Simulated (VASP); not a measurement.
# HfTe2W2 (I4/mmm) in VASP: notebook, part 2 of 2

VASP 6.6.1.

### 4 Relaxation of cell and atoms, PBE

File INCAR:

```
PREC = Accurate
ENCUT = 600
EDIFF = 1E-6
ISMEAR = 0
SIGMA = 0.1
LREAL = False
LASPH = True
NELM = 80
ALGO = Fast
ISIF = 3
LWAVE = False
LCHARG = False
GGA = PE
IBRION = 2
NSW = 90
EDIFFG = -0.04
```

File KPOINTS:

```
regular mesh
0
Gamma
  6 6 6
```

File POSCAR:

```
HfTe2W2
1.0
   -2.3275986000      2.3275986000      5.4148066800
    2.3275986000     -2.3275986000      5.4148066800
    2.3275986000      2.3275986000     -5.4148066800
Hf Te W
1 2 2
Direct
    0.0000000000      0.0000000000      0.0000000000
    0.7500000000      0.2500000000      0.5000000000
    0.2500000000      0.7500000000      0.5000000000
    0.6152910600      0.6152910600      0.0000000000
    0.3847089400      0.3847089400      0.0000000000
```

Potentials or basis: VASP PAW PBE potentials, release 64 (Hf_pv, Te, W_sv).

The run is started by

```bash
$ cat potpaw_PBE.64/Hf_pv/POTCAR potpaw_PBE.64/Te/POTCAR potpaw_PBE.64/W_sv/POTCAR > POTCAR
$ mpirun -np 1 vasp_std > vasp.out
```

OUTCAR:

```text
PREC = Accurate
   ENCUT = 600
   EDIFF = 1E-6
   ISMEAR = 0
   LREAL = False
   LASPH = True
   NELM = 80
   ISIF = 3
   GGA = PE
   IBRION = 2
   NSW = 90
   EDIFFG = -0.04

 ion  position               nearest neighbor table
   1  0.000  0.000  0.000-   4 3.52   4 3.52   4 3.52   5 3.52   4 3.52   5 3.52   5 3.52   5 3.52
                             2 3.57   3 3.57   2 3.57   3 3.57   2 3.57   2 3.57   3 3.57   3 3.57
   2  0.750  0.250  0.500-   5 2.75   4 2.75   5 2.75   4 2.75   3 3.29   3 3.29   3 3.29   3 3.29
                             1 3.57   1 3.57   1 3.57   1 3.57
   3  0.250  0.750  0.500-   5 2.75   4 2.75   5 2.75   4 2.75   2 3.29   2 3.29   2 3.29   2 3.29
                             1 3.57   1 3.57   1 3.57   1 3.57
   4  0.615  0.615  0.000-   5 2.50   2 2.75   3 2.75   2 2.75   3 2.75   1 3.52   1 3.52   1 3.52
                             1 3.52
   5  0.385  0.385  0.000-   4 2.50   3 2.75   2 2.75   3 2.75   2 2.75   1 3.52   1 3.52   1 3.52
                             1 3.52

  LATTYP: Found a body centered tetragonal cell.
 ALAT       =     4.6551972000
 C/A-ratio  =     2.3263490019

  Lattice vectors:

 A1 = (  -2.3275986000,   2.3275986000,   5.4148066800)
 A2 = (   2.3275986000,  -2.3275986000,   5.4148066800)
 A3 = (   2.3275986000,   2.3275986000,  -5.4148066800)

Analysis of symmetry for initial positions (statically):
=====================================================================
 Subroutine PRICEL returns:
 Original cell was already a primitive cell.

 Routine SETGRP: Setting up the symmetry group for a
 body centered tetragonal supercell.

 Subroutine GETGRP returns: Found 16 space group operations
 (whereof 16 operations were pure point group operations)
 out of a pool of 16 trial point group operations.

The static configuration has the point symmetry D_4h.

Analysis of symmetry for dynamics (positions and initial velocities):
=====================================================================
 Subroutine PRICEL returns:
 Original cell was already a primitive cell.

 Routine SETGRP: Setting up the symmetry group for a
 body centered tetragonal supercell.

 Subroutine GETGRP returns: Found 16 space group operations
 (whereof 16 operations were pure point group operations)
 out of a pool of 16 trial point group operations.

The dynamic configuration has the point symmetry D_4h.

 Subroutine INISYM returns: Found 16 space group operations
 (whereof 16 operations are pure point group operations),
 and found     1 'primitive' translations

----------------------------------------------------------------------------------------

                                     Primitive cell

  volume of cell :     117.3435

  direct lattice vectors                    reciprocal lattice vectors
    -2.327598600  2.327598600  5.414806680     0.000000000  0.214813671  0.092339400
     2.327598600 -2.327598600  5.414806680     0.214813671  0.000000000  0.092339400
     2.327598600  2.327598600 -5.414806680     0.214813671  0.214813671  0.000000000

  length of vectors
     6.336841632  6.336841632  6.336841632     0.233819328  0.233819328  0.303792407

  position of ions in fractional coordinates (direct lattice)
     0.000000000  0.000000000  0.000000000
     0.750000000  0.250000000  0.500000000
     0.250000000  0.750000000  0.500000000
[... 74 lines left out ...]
   ISTART =      0    job   : 0-new  1-cont  2-samecut
   ICHARG =      2    charge: 1-file 2-atom 10-const
   ISPIN  =      1    spin polarized calculation?
   LNONCOLLINEAR =      F non collinear calculations
   LSORBIT =      F    spin-orbit coupling
   LASPH  =      T    aspherical Exc in radial PAW
   ENCUT  =  600.0 eV  44.10 Ry    6.64 a.u.  12.66 12.66 12.66*2*pi/ulx,y,z
   NELM   =     80;   NELMIN=  2; NELMDL= -5     # of ELM steps
   EDIFF  = 0.1E-05   stopping-criterion for ELM
   LREAL  =      F    real-space projection
   EDIFFG = -.4E-01   stopping-criterion for IOM
   NSW    =     90    number of steps for IOM
   IBRION =      2    ionic relax: 0-MD 1-quasi-New 2-CG
   NFREE  =      1    steps in history (QN), initial steepest desc. (CG)
   ISIF   =      3    stress and relaxation
   ISYM   =      2    0-nonsym 1-usesym 2-fastsym
   POTIM  = 0.5000    time-step for ionic-motion
   TEBEG  =    0.0;   TEEND  =   0.0 temperature during run
   PSTRESS=    0.0 pullay stress
   NELECT =      50.0000    total number of electrons
   NUPDOWN=      -1.0000    fix difference up-down
   EMIN   =  10.00;   EMAX   =-10.00  energy-range for DOS
   EFERMI =   0.00;   METHOD = LEGACY
   ISMEAR =     0;   SIGMA  =   0.10  broadening in eV -4-tet -1-fermi 0-gaus
   EFERMI_NEDOS =   21; number of points for ismear=-14 and -15
   IALGO  =     68    algorithm
   IMIX   =      4    mixing-type and parameters
     AMIX     =   0.40;   BMIX     =  1.00
     AMIX_MAG =   1.60;   BMIX_MAG =  1.00
  volume/ion in A,a.u.               =      23.47       158.37
  Fermi-wavevector in a.u.,A,eV,Ry     =   1.231909  2.327970 20.648182  1.517599
  Thomas-Fermi vector in A             =   2.366700
   LORBIT       =      0    0 simple, 1 ext, 2 COOP (PROOUT), +10 PAW based schemes
   GGA     = PE    functional components
   LHFCALC =     F    Hartree Fock is set to
   AEXX    =    0.0000 exact exchange contribution
   IVDW    =     0    specifies the selected vdW correction
   LEPSILON=     F    determine dielectric tensor
   LRPA    =     F    only Hartree local field effects (RPA)
 conjugate gradient relaxation of ions
 non-spin polarized calculation
 RMM-DIIS sequential band-by-band and
 Gauss-broadening in eV      SIGMA  =   0.10
  energy-cutoff  :      600.00
  volume of cell :      117.34
 maximum number of plane-waves:      3945
 NGX is ok and might be reduce to    54
   NGX = 25   NGY = 25   NGZ = 25

--------------------------------------- Ionic step        1  -------------------------------------------

 number of electron      50.0000001 magnetization

 Free energy of the ion-electron system (eV)
  ---------------------------------------------------
  ext. energy  EPLUGINS =         0.00000000
  ---------------------------------------------------
  free energy    TOTEN  =       -37.99720654 eV

  energy without entropy =      -37.97901124  energy(sigma->0) =      -37.98810889

------------------------ aborting loop because EDIFF is reached ----------------------------------------

  FORCE on cell =-STRESS in cart. coord.  units (eV):
  Direction    XX          YY          ZZ          XY          YZ          ZX
  --------------------------------------------------------------------------------------
  -------------------------------------------------------------------------------------
  Total       -0.3572376     -0.3572376     -7.5266087      0.0000000     -0.0000000      0.0000000
  in kB       -4.8776281     -4.8776281   -102.7663187      0.0000000     -0.0000000      0.0000000
  external PRESSURE =     -37.5071916 kB  Pullay stress =       0.0000000 kB
[... 98 lines left out ...]
  FREE ENERGIE OF THE ION-ELECTRON SYSTEM (eV)
  ---------------------------------------------------
  free  energy   TOTEN  =       -38.1805164463 eV

  energy  without entropy=      -38.1653307302  energy(sigma->0) =      -38.17292359

[... ionic steps 4 to 8 ...]

--------------------------------------- Ionic step        9  -------------------------------------------

 number of electron      50.0000001 magnetization

------------------------ aborting loop because EDIFF is reached ----------------------------------------
[... 73 lines left out ...]
--------------------------------------- Ionic step       11  -------------------------------------------

 number of electron      50.0000001 magnetization

 Free energy of the ion-electron system (eV)
  ---------------------------------------------------
  ext. energy  EPLUGINS =         0.00000000
  ---------------------------------------------------
  free energy    TOTEN  =       -38.41455665 eV

  energy without entropy =      -38.40149564  energy(sigma->0) =      -38.40802614

 E-fermi :   8.7947     XC(G=0): -11.2440

 val. band max:        8.7455784347   @ k =  -0.1667  -0.3333   0.1667
 cond. band min:       8.7968908341   @ k =  -0.3333  -0.3333   0.1667
 fundamental gap:      0.0513123994
 Fermi energy:         8.7947300458

 k-point     1 :       0.0000    0.0000    0.0000
  band No.  band energies     occupation
      1     -65.1927      2.00000
      2     -65.0345      2.00000
      3     -30.1260      2.00000
      4     -29.5010      2.00000
      5     -29.5010      2.00000
      6     -29.3259      2.00000
[... 781 lines left out ...]
     29       9.7895      0.00000
     30      10.4595      0.00000

 [... further k-points ...]
[... 5 lines left out ...]
  --------------------------------------------------------------------------------------
  -------------------------------------------------------------------------------------
  Total        0.1112810      0.1112810     -0.0201274      0.0000000      0.0000000      0.0000000
  in kB        1.5821646      1.5821646     -0.2861665      0.0000000      0.0000000      0.0000000
  external PRESSURE =       0.9593876 kB  Pullay stress =       0.0000000 kB
[... 20 lines left out ...]
  FREE ENERGIE OF THE ION-ELECTRON SYSTEM (eV)
  ---------------------------------------------------
  free  energy   TOTEN  =       -38.4145566479 eV

  energy  without entropy=      -38.4014956382  energy(sigma->0) =      -38.40802614

 reached required accuracy - stopping structural energy minimisation
```

CONTCAR:

```text
HfTe2W2
   1.00000000000000
    -2.4281995931311737    2.4281995931311737    4.7780569871253684
     2.4281995931311737   -2.4281995931311737    4.7780569871253684
     2.4281995931311737    2.4281995931311737   -4.7780569871253684
  Hf              Te              W
     1     2     2
Direct
     0.0000000000000000    0.0000000000000000    0.0000000000000000
     0.7500000000000000    0.2500000000000000    0.5000000000000000
     0.2500000000000000    0.7500000000000000    0.5000000000000000
     0.6237296251505046    0.6237296251505046    0.0000000000000000
     0.3762703748494953    0.3762703748494953    0.0000000000000000

  0.00000000E+00  0.00000000E+00  0.00000000E+00
  0.00000000E+00  0.00000000E+00  0.00000000E+00
  0.00000000E+00  0.00000000E+00  0.00000000E+00
  0.00000000E+00  0.00000000E+00  0.00000000E+00
  0.00000000E+00  0.00000000E+00  0.00000000E+00
```

Run time: 24 min. Hardware: 1 thread of Intel Xeon 6975P-C (Granite Rapids), shared host; peak memory 0.49 GiB.

What came out:

* Free energy: -38.4146 eV
* Relaxed volume: 22.54 Å³/atom
* Relaxed cell: a = 5.884 Å, b = 5.884 Å, c = 5.884 Å, α = 131.25°, β = 131.25°, γ = 71.41°
* Space group after relaxing (to 0.1 Å): I4/mmm (No. 139)
* Energy gained by relaxing: 83.5 meV/atom
* Ionic steps: 11
* Pressure after relaxing: 0.1 GPa
* Largest force after relaxing: 0.033 eV/Å
* Band gap on the k mesh: zero (bands 25 and 26 overlap by 0.36 eV)

Forces on the atoms (eV/Å):
```
Hf   0.000  0.000  0.000
Te   0.000  0.000  0.000
Te   0.000  0.000  0.000
W    0.000  0.000  0.033
W    0.000  0.000 -0.033
```

Step by step:
| step | energy change (eV) | largest force (eV/Å) | pressure (GPa) | volume (Å³) |
| --- | --- | --- | --- | --- |
| 1 | 0.0000 | 1.0360 | -3.75 | 117.34 |
| 2 | 0.0511 | 3.7920 | 8.61 | 108.07 |
| 3 | -0.1833 | 0.6787 | 1.43 | 112.64 |
| 4 | -0.2920 | 1.0218 | -0.03 | 113.80 |
| 5 | -0.3313 | 1.4814 | -1.16 | 114.85 |
| 6 | -0.3910 | 0.5345 | -1.51 | 114.56 |
| 7 | -0.4049 | 0.4396 | -1.70 | 114.22 |
| 8 | -0.4066 | 0.1677 | -1.68 | 114.31 |
| 9 | -0.4168 | 0.1012 | 0.03 | 112.70 |
| 10 | -0.4168 | 0.0984 | 0.10 | 112.63 |
| 11 | -0.4174 | 0.0330 | 0.10 | 112.69 |

Final structure:
```
Hf Te W
1.0
    -2.42820    2.42820    4.77806
     2.42820   -2.42820    4.77806
     2.42820    2.42820   -4.77806
Hf Te W
1 2 2
Direct
  0.00000 0.00000 0.00000
  0.75000 0.25000 0.50000
  0.25000 0.75000 0.50000
  0.62373 0.62373 0.00000
  0.37627 0.37627 0.00000
```

Caveat: spin-orbit coupling is left out, which moves the levels of the heavy elements.

### 5 Single point, PBE

This run uses another cell than the first one, of 22.56 Å³/atom.

File INCAR:

```
PREC = Accurate
ENCUT = 520
EDIFF = 1E-6
ISMEAR = 0
SIGMA = 0.1
LREAL = F
LASPH = T
NELM = 60
ALGO = Fast
ISIF = 2
LWAVE = F
LCHARG = F
GGA = PE
NBANDS = 33
```

File KPOINTS:

```
Automatic mesh
0
Gamma
  12 12 12
```

File POSCAR:

```
HfTe2W2
1.0
   -2.4432096811      2.4432096811      4.7241779638
    2.4432096811     -2.4432096811      4.7241779638
    2.4432096811      2.4432096811     -4.7241779638
Hf Te W
1 2 2
Direct
    0.0000000000      0.0000000000      0.0000000000
    0.7500000000      0.2500000000      0.5000000000
    0.2500000000      0.7500000000      0.5000000000
    0.6248096278      0.6248096278      0.0000000000
    0.3751903722      0.3751903722      0.0000000000
```

The run is started by

```bash
$ cat potpaw_PBE.64/Hf_pv/POTCAR potpaw_PBE.64/Te/POTCAR potpaw_PBE.64/W_sv/POTCAR > POTCAR
$ mpirun -np 1 vasp_std > vasp.out
```

Wall time 9.1 min (1 thread of Intel Xeon 6975P-C (Granite Rapids), shared host); peak memory 0.75 GiB.

Results (log left out):

| Item | Value |
| --- | --- |
| Free energy | -38.4149 eV |
| Pressure | 0.0 GPa |
| Largest force | 0.120 eV/Å |
| Band gap on the k mesh | zero (bands 25 and 26 overlap by 0.36 eV) |

Forces on the atoms (eV/Å):
```
Hf   0.000  0.000  0.000
Te   0.000  0.000  0.000
Te   0.000  0.000  0.000
W    0.000  0.000  0.120
W    0.000  0.000 -0.120
```

Stress tensor (GPa, compression positive):
```
-0.13  0.00  0.00
 0.00 -0.13  0.00
 0.00  0.00  0.24
```

Levels at points of the mesh, in eV from the Fermi level:
| k point | band 21 | band 22 | band 23 | band 24 | band 25 | band 26 | band 27 | band 28 | band 29 | band 30 |
| --- | --- | --- | --- | --- | --- | --- | --- | --- | --- | --- |
| (0.00, 0.00, 0.00) | -2.63 | -2.60 | -0.03 | -0.02 | -0.02 | 0.20 | 0.85 | 1.07 | 1.10 | 1.10 |
| (0.50, 0.00, 0.00) | -2.29 | -2.02 | -0.98 | -0.73 | -0.28 | 0.52 | 0.58 | 1.12 | 1.23 | 1.63 |
| (0.50, 0.50, 0.00) | -2.70 | -2.31 | -1.93 | -0.78 | -0.39 | 0.74 | 0.75 | 0.92 | 0.94 | 1.61 |
| (0.50, 0.50, 0.50) | -1.74 | -1.50 | -1.50 | -1.27 | -0.10 | 0.31 | 0.39 | 0.39 | 0.92 | 1.55 |

Caveat: spin-orbit coupling is left out, which moves the levels of the heavy elements.

### 6 The runs side by side

| task | cell | k mesh | cutoff (eV) | gap on the mesh (eV) | pressure (GPa) | largest force (eV/Å) |
| --- | --- | --- | --- | --- | --- | --- |
| single point | a = 6.337 Å, angles 136.9, 136.9, 62.6°, 5 atoms, atomic positions A | 6 × 6 × 6 | 520 | none | -3.8 | 1.04 |
| single point | a = 5.879 Å, angles 131.1, 131.1, 71.6°, 5 atoms, atomic positions B | 6 × 6 × 6 | 520 | none | 0.0 | 0.13 |
| relaxation of cell and atoms | relaxed from a = 6.337 Å, angles 136.9, 136.9, 62.6°, 5 atoms, atomic positions A | 6 × 6 × 6 | 600 | none | 0.1 | 0.03 |
| single point | a = 5.853 Å, angles 130.7, 130.7, 72.4°, 5 atoms, atomic positions C | 12 × 12 × 12 | 520 | none | 0.0 | 0.12 |

Alike in all rows: level PBE; potentials or basis VASP PAW PBE potentials, release 64 (Hf_pv, Te, W_sv); no spin polarisation; smearing gaussian 0.1 eV.

Caveats: spin-orbit coupling is left out, which moves the levels of the heavy elements; the stress differs along the axes, from -10 to -0 GPa (at least some runs); forces of over 1 eV/Å act on the atoms, so gaps and moduli don't describe the material at rest (at least some runs).

Total energies depend on the potentials used, so only differences within one code and one set of settings carry meaning.

The gap in the log of VASP goes by the Fermi energy; the results here count the filled bands.